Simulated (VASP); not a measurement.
Set up this calculation in VASP 6.6.1, as the native input.

```yaml
Task: single point
Functional: PBEsol
Potentials_or_basis: VASP PAW PBE potentials, release 64 (Al, Co)
Cutoff: 520 eV
k_mesh: 16 × 16 × 16
Occupations: gaussian, width 0.15 eV
Spin: no spin polarisation
Dipole_correction: no
Further_INCAR_settings: ALGO = Normal; EDIFF = 1e-06; NBANDS = 13
```

The structure of AlCo lies in POSCAR:

```
AlCo
1.0
    2.7348211137      0.0000000000      0.0000000000
    0.0000000000      2.7348211137      0.0000000000
    0.0000000000      0.0000000000      2.8616942581
Al Co
1 1
Direct
    0.0000000000      0.0000000000      0.0000000000
    0.5000000000      0.5000000000      0.5000000000
```

This cell differs from its parent crystal: strain -0.030 along x and y, +0.015 along z.

One way to write it, as run:

INCAR

```
SYSTEM = AlCo
ALGO = Normal ; EDIFF = 1E-6
ENCUT = 520 ; GGA = PS
ISIF = 2 ; ISMEAR = 0
LASPH = .TRUE. ; LCHARG = .FALSE.
LREAL = .FALSE. ; LWAVE = .FALSE.
NBANDS = 13 ; NELM = 60
PREC = Accurate ; SIGMA = 0.15
```

KPOINTS

```
k-points
0
G
  16 16 16
  0 0 0
```

Potentials or basis: VASP PAW PBE potentials, release 64 (Al, Co).

Command:

```bash
$ cat potpaw_PBE.64/Al/POTCAR potpaw_PBE.64/Co/POTCAR > POTCAR
$ mpirun -np 1 vasp_std > vasp.out
```

It gave:

```
Pressure               : 11.1 GPa
Band gap on the k mesh : zero (bands 6 and 7 overlap by 2.59 eV)
```

Caveat: the cell differs from its parent crystal (strain -0.030 along x and y, +0.015 along z); the cell stands under pressure; the PAW data sets were made with another functional, which shifts forces and pressure a little; the run has no spin polarisation, though such a crystal can be magnetic.

Run time: 100 s on 1 thread of Intel Xeon 8259CL (shared host), peak memory 0.23 GiB.
